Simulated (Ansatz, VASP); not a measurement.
# Two plane-wave programs on BN

```xyz
2
Lattice="0.0000 1.8075 1.8075 1.8075 0.0000 1.8075 1.8075 1.8075 0.0000" Properties=species:S:1:pos:R:3 pbc="T T T"
B     0.0000    0.0000    0.0000
N     0.9038    0.9038    0.9038
```

Alike in both runs: task single point; functional PBEsol; k mesh 10 × 10 × 10; occupations fermi-dirac, width 0.02 eV; no spin polarisation.

|  | VASP | Ansatz |
| --- | --- | --- |
| version | VASP 6.6.1 | Ansatz 0.2.0 |
| potentials or method | VASP PAW PBE potentials, release 64 (B, N), cutoff 600 eV | plane waves, PAW |
| valence electrons in the cell | 8 | 8 |

```tsv
	VASP	Ansatz	Ansatz less VASP
pressure (GPa)	-2.6	-2.9	-0.26
```

VASP's potentials were made for PBE, not for PBEsol. The functional is the same, so the differences come from potentials, cutoffs and numerics.
